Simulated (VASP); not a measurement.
# AlN: single point with PBE

Crystal: AlN.

```
Al N
1.0
     0.00000    2.14118    2.14118
     2.14118    0.00000    2.14118
     2.14118    2.14118    0.00000
Al N
1 1
Cartesian
  0.0000 0.0000 0.0000
  1.0706 1.0706 1.0706
```

This cell differs from its parent crystal: strain -2.0%.

```yaml
Program: VASP 6.6.1
Task: single point
Functional: PBE
Potentials_or_basis: VASP PAW PBE potentials, release 64 (Al, N)
Cutoff: 520 eV
k_mesh: 10 × 10 × 10
Occupations: fermi-dirac, width 0.02 eV
Spin: no spin polarisation
Dipole_correction: no
Further_INCAR_settings: ALGO = Normal; EDIFF = 1e-07; NBANDS = 11
```

```
Pressure               : 18.7 GPa
Band gap on the k mesh : 3.35 eV, indirect (least direct gap 4.73 eV)
```

Levels at points of the mesh, in eV from the valence-band top:
```
           k point  band 2  band 3  band 4  band 5  band 6  band 7
(0.00, 0.00, 0.00)    0.00    0.00    0.00    4.73   13.16   13.16
(0.50, 0.00, 0.00)   -6.11   -0.49   -0.49    7.93   10.28   11.52
(0.50, 0.50, 0.00)   -5.09   -1.84   -1.84    3.35    8.98   14.79
```

Run time: 7.1 s on 1 thread of Intel(R) Xeon(R) Platinum 8488C (Sapphire Rapids) (shared host), peak memory 0.13 GiB.

Caveat: the cell differs from its parent crystal (strain -2.0%). A k mesh can miss the band edges.
